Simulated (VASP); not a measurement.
# Al (Fm-3m) in VASP: notebook

The runs below take Al through single point, relaxation of cell and atoms, with LDA.

Everything below comes from runs of VASP 6.6.1. Logs are shortened: lines on timing, memory, paths and dates and some standing lists are left out, and cuts for length are marked.

### Step 1. The cell of the first run

Symmetry: Fm-3m, No. 225, cubic system. Conventional cell: a = 3.984 Å, b = 3.984 Å, c = 3.984 Å, α = 90.00°, β = 90.00°, γ = 90.00°. Al (site symmetry m-3m) has 12 Al at 2.82 Å within 3.7 Å.

### Step 2. Single point, LDA

INCAR reads:

```
SYSTEM = Al
PREC     = Accurate       ! precision mode
ENCUT    = 520            ! plane-wave cutoff, eV
EDIFF    = 1E-7           ! SCF threshold, eV
ISMEAR   = 0              ! smearing method
SIGMA    = 0.1            ! smearing width, eV
LREAL    = .False.        ! projectors in reciprocal space
LASPH    = .True.         ! aspherical terms in the spheres
NELM     = 80             ! most SCF steps
ALGO     = Normal         ! electronic algorithm
ISIF     = 2              ! what is computed and relaxed
LWAVE    = .False.        ! write WAVECAR
LCHARG   = .False.        ! write CHGCAR
NBANDS   = 8              ! bands
```

KPOINTS reads:

```
Automatic mesh
0
Gamma
  18 18 18
  0 0 0
```

POSCAR reads:

```
Al
1.0
    0.0000000000      1.9918063466      1.9918063466
    1.9918063466      0.0000000000      1.9918063466
    1.9918063466      1.9918063466      0.0000000000
Al
1
Direct
    0.0000000000      0.0000000000      0.0000000000
```

Potentials or basis: VASP PAW LDA potentials, release 64 (Al).

Run with:

```sh
> cat potpaw_LDA.64/Al/POTCAR > POTCAR
> mpirun -np 1 vasp_std > vasp.out
```

OUTCAR:

```text
SYSTEM = Al
   PREC = Accurate
   ENCUT = 520
   EDIFF = 1E-7
   ISMEAR = 0
   LREAL = .False.
   LASPH = .True.
   NELM = 80
   ISIF = 2

 ion  position               nearest neighbor table
   1  0.000  0.000  0.000-

  LATTYP: Found a face centered cubic cell.
 ALAT       =     3.9836126932

  Lattice vectors:

 A1 = (   0.0000000000,   1.9918063466,   1.9918063466)
 A2 = (   1.9918063466,   0.0000000000,   1.9918063466)
 A3 = (   1.9918063466,   1.9918063466,   0.0000000000)

Analysis of symmetry for initial positions (statically):
=====================================================================
 Subroutine PRICEL returns:
 Original cell was already a primitive cell.

 Routine SETGRP: Setting up the symmetry group for a
 face centered cubic supercell.

 Subroutine GETGRP returns: Found 48 space group operations
 (whereof 48 operations were pure point group operations)
 out of a pool of 48 trial point group operations.

The static configuration has the point symmetry O_h .

Analysis of symmetry for dynamics (positions and initial velocities):
=====================================================================
 Subroutine PRICEL returns:
 Original cell was already a primitive cell.

 Routine SETGRP: Setting up the symmetry group for a
 face centered cubic supercell.

 Subroutine GETGRP returns: Found 48 space group operations
 (whereof 48 operations were pure point group operations)
 out of a pool of 48 trial point group operations.

The dynamic configuration has the point symmetry O_h .

 Subroutine INISYM returns: Found 48 space group operations
 (whereof 48 operations are pure point group operations),
 and found     1 'primitive' translations

----------------------------------------------------------------------------------------

                                     Primitive cell

  volume of cell :      15.8042

  direct lattice vectors                    reciprocal lattice vectors
     0.000000000  1.991806347  1.991806347    -0.251028420  0.251028420  0.251028420
     1.991806347  0.000000000  1.991806347     0.251028420 -0.251028420  0.251028420
     1.991806347  1.991806347  0.000000000     0.251028420  0.251028420 -0.251028420

  length of vectors
     2.816839549  2.816839549  2.816839549     0.434793977  0.434793977  0.434793977

  position of ions in fractional coordinates (direct lattice)
     0.000000000  0.000000000  0.000000000

  ion indices of the primitive-cell ions
   primitive index   ion index
                 1           1

----------------------------------------------------------------------------------------

 KPOINTS: Automatic mesh

Automatic generation of k-mesh.
 Grid dimensions read from file:
 generate k-points for:   18   18   18

 Generating k-lattice:

  Cartesian coordinates                     Fractional coordinates (reciprocal lattice)
    -0.013946023  0.013946023  0.013946023     0.055555556  0.000000000  0.000000000
     0.013946023 -0.013946023  0.013946023     0.000000000  0.055555556  0.000000000
     0.013946023  0.013946023 -0.013946023     0.000000000  0.000000000  0.055555556

  Length of vectors
     0.024155221  0.024155221  0.024155221

  Shift w.r.t. Gamma in fractional coordinates (k-lattice)
     0.000000000  0.000000000  0.000000000

 Subroutine IBZKPT returns following result:
 ===========================================

 Found    195 irreducible k-points:

 Following reciprocal coordinates:
            Coordinates               Weight
  0.000000  0.000000  0.000000      1.000000
  0.055556  0.000000  0.000000      8.000000
  0.111111  0.000000  0.000000      8.000000
  0.166667  0.000000  0.000000      8.000000
  0.222222  0.000000  0.000000      8.000000
  0.277778  0.000000  0.000000      8.000000
[... 16 lines left out ...]
 -0.277778  0.055556  0.000000     24.000000
 -0.222222  0.055556  0.000000     24.000000
 [... further k-points ...]
   k-points           NKPTS =    195   k-points in BZ     NKDIM =    195   number of bands    NBANDS=      8
   number of dos      NEDOS =    301   number of ions     NIONS =      1
   total plane-waves  NPLWV =  13824
   dimension x,y,z NGX =    24 NGY =   24 NGZ =   24
   dimension x,y,z NGXF=    48 NGYF=   48 NGZF=   48
   ions per type =               1
   NGX,Y,Z   is equivalent  to a cutoff of  14.16, 14.16, 14.16 a.u.
   NGXF,Y,Z  is equivalent  to a cutoff of  28.33, 28.33, 28.33 a.u.
 SYSTEM =  Al
   PREC   = accura    normal or accurate (medium, high low for compatibility)
   ISTART =      0    job   : 0-new  1-cont  2-samecut
   ICHARG =      2    charge: 1-file 2-atom 10-const
   ISPIN  =      1    spin polarized calculation?
   LNONCOLLINEAR =      F non collinear calculations
   LSORBIT =      F    spin-orbit coupling
   LASPH  =      T    aspherical Exc in radial PAW
   ENCUT  =  520.0 eV  38.22 Ry    6.18 a.u.   5.24  5.24  5.24*2*pi/ulx,y,z
   NELM   =     80;   NELMIN=  2; NELMDL= -5     # of ELM steps
   EDIFF  = 0.1E-06   stopping-criterion for ELM
   LREAL  =      F    real-space projection
   EDIFFG = 0.1E-05   stopping-criterion for IOM
   NSW    =      0    number of steps for IOM
   IBRION =     -1    ionic relax: 0-MD 1-quasi-New 2-CG
   NFREE  =      0    steps in history (QN), initial steepest desc. (CG)
   ISIF   =      2    stress and relaxation
   ISYM   =      2    0-nonsym 1-usesym 2-fastsym
   POTIM  = 0.5000    time-step for ionic-motion
   TEBEG  =    0.0;   TEEND  =   0.0 temperature during run
   PSTRESS=    0.0 pullay stress
   NELECT =       3.0000    total number of electrons
   NUPDOWN=      -1.0000    fix difference up-down
   EMIN   =  10.00;   EMAX   =-10.00  energy-range for DOS
   EFERMI =   0.00;   METHOD = LEGACY
   ISMEAR =     0;   SIGMA  =   0.10  broadening in eV -4-tet -1-fermi 0-gaus
   EFERMI_NEDOS =   21; number of points for ismear=-14 and -15
   IALGO  =     38    algorithm
   IMIX   =      4    mixing-type and parameters
     AMIX     =   0.40;   BMIX     =  1.00
     AMIX_MAG =   1.60;   BMIX_MAG =  1.00
  volume/ion in A,a.u.               =      15.80       106.65
  Fermi-wavevector in a.u.,A,eV,Ry     =   0.940860  1.777967 12.044105  0.885217
  Thomas-Fermi vector in A             =   2.068313
   LORBIT       =      0    0 simple, 1 ext, 2 COOP (PROOUT), +10 PAW based schemes
   GGA     = CA    functional components
   LHFCALC =     F    Hartree Fock is set to
   AEXX    =    0.0000 exact exchange contribution
   IVDW    =     0    specifies the selected vdW correction
   LEPSILON=     F    determine dielectric tensor
   LRPA    =     F    only Hartree local field effects (RPA)
 non-spin polarized calculation
 Gauss-broadening in eV      SIGMA  =   0.10
  energy-cutoff  :      520.00
  volume of cell :       15.80
 maximum number of plane-waves:       444
 NGX is ok and might be reduce to    24
   NGX = 11   NGY = 11   NGZ = 11

 number of electron       3.0000000 magnetization

 Free energy of the ion-electron system (eV)
  ---------------------------------------------------
  ext. energy  EPLUGINS =         0.00000000
  ---------------------------------------------------
  free energy    TOTEN  =        -4.19014925 eV

  energy without entropy =       -4.18716128  energy(sigma->0) =       -4.18865526

 E-fermi :   8.2371     XC(G=0): -10.5040

 val. band max:        8.2190078568   @ k =  -0.2778   0.2778   0.0556
 cond. band min:       8.2440915510   @ k =  -0.4444   0.3333   0.1111
 fundamental gap:      0.0250836942
 Fermi energy:         8.2371257444

 k-point     1 :       0.0000    0.0000    0.0000
  band No.  band energies     occupation
      1      -3.1544      2.00000
      2      21.0521      0.00000
      3      21.0521      0.00000
      4      21.0521      0.00000
      5      22.7072      0.00000
      6      22.7072      0.00000
      7      22.7072      0.00000
      8      25.1744      0.00000

 k-point     2 :       0.0556    0.0000    0.0000
  band No.  band energies     occupation
      1      -3.0683      2.00000
      2      19.5491      0.00000
      3      20.7581      0.00000
      4      20.7581      0.00000
      5      23.1343      0.00000
      6      23.1343      0.00000
      7      23.2790      0.00000
      8      26.0515      0.00000

 k-point     3 :       0.1111    0.0000    0.0000
  band No.  band energies     occupation
      1      -2.8102      2.00000
      2      17.2972      0.00000
      3      20.2573      0.00000
      4      20.2573      0.00000
      5      23.3630      0.00000
      6      24.0033      0.00000
      7      24.0033      0.00000
      8      26.4597      0.00000

 k-point     4 :       0.1667    0.0000    0.0000
  band No.  band energies     occupation
      1      -2.3812      2.00000
      2      15.0206      0.00000
      3      19.8141      0.00000
      4      19.8141      0.00000
      5      23.2080      0.00000
      6      24.5946      0.00000
      7      24.5946      0.00000
      8      25.8299      0.00000

 k-point     5 :       0.2222    0.0000    0.0000
  band No.  band energies     occupation
      1      -1.7830      2.00000
      2      12.8179      0.00000
      3      19.4868      0.00000
      4      19.4868      0.00000
      5      23.0400      0.00000
      6      23.7921      0.00000
      7      23.7921      0.00000
      8      26.8001      0.00000
[... 177 lines left out ...]
 k-point    22 :      -0.3333    0.0556    0.0000
  band No.  band energies     occupation
      1       0.3324      2.00000
      2       8.1912      1.48431
      3      17.5454      0.00000
      4      20.4476      0.00000
      5      20.5246      0.00000
      6      21.9924      0.00000
      7      23.6273      0.00000
      8      26.5740      0.00000

 k-point    23 :      -0.2778    0.0556    0.0000
  band No.  band energies     occupation
      1      -0.6507      2.00000
      2      10.1155      0.00000
      3      17.5631      0.00000
      4      20.4845      0.00000
      5      21.3811      0.00000
      6      22.8727      0.00000
      7      23.5716      0.00000
      8      27.3788      0.00000

 k-point    24 :      -0.2222    0.0556    0.0000
  band No.  band energies     occupation
      1      -1.4706      2.00000
      2      12.1645      0.00000
      3      17.7271      0.00000
      4      20.6209      0.00000
      5      22.3902      0.00000
      6      23.5550      0.00000
      7      23.9362      0.00000
      8      26.1648      0.00000

 [... further k-points ...]

------------------------ aborting loop because EDIFF is reached ----------------------------------------

  FORCE on cell =-STRESS in cart. coord.  units (eV):
  Direction    XX          YY          ZZ          XY          YZ          ZX
  --------------------------------------------------------------------------------------
  -------------------------------------------------------------------------------------
  Total        0.0069360      0.0069360      0.0069360     -0.0000000     -0.0000000      0.0000000
  in kB        0.7031480      0.7031480      0.7031480     -0.0000000     -0.0000000      0.0000000
  external PRESSURE =       0.7031480 kB  Pullay stress =       0.0000000 kB

 VOLUME and BASIS-vectors are now :
 -----------------------------------------------------------------------------
  energy-cutoff  :      520.00
  volume of cell :       15.80
      direct lattice vectors                 reciprocal lattice vectors
     0.000000000  1.991806347  1.991806347    -0.251028420  0.251028420  0.251028420
     1.991806347  0.000000000  1.991806347     0.251028420 -0.251028420  0.251028420
     1.991806347  1.991806347  0.000000000     0.251028420  0.251028420 -0.251028420

 POSITION                                       TOTAL-FORCE (eV/Angst)
 -----------------------------------------------------------------------------------
      0.00000      0.00000      0.00000         0.000000     -0.000000      0.000000
 -----------------------------------------------------------------------------------
    total drift:                                0.000000     -0.000000     -0.000000

  FREE ENERGIE OF THE ION-ELECTRON SYSTEM (eV)
  ---------------------------------------------------
  free  energy   TOTEN  =        -4.1901492488 eV

  energy  without entropy=       -4.1871612781  energy(sigma->0) =       -4.18865526
```

It took 6.4 s on 1 thread of Intel Xeon 6975P-C (Granite Rapids), shared host; peak memory 0.13 GiB.

Results:

| Quantity | Value |
| --- | --- |
| Free energy | -4.1901 eV |
| Pressure | 0.1 GPa |

[end of part 1 of 2]
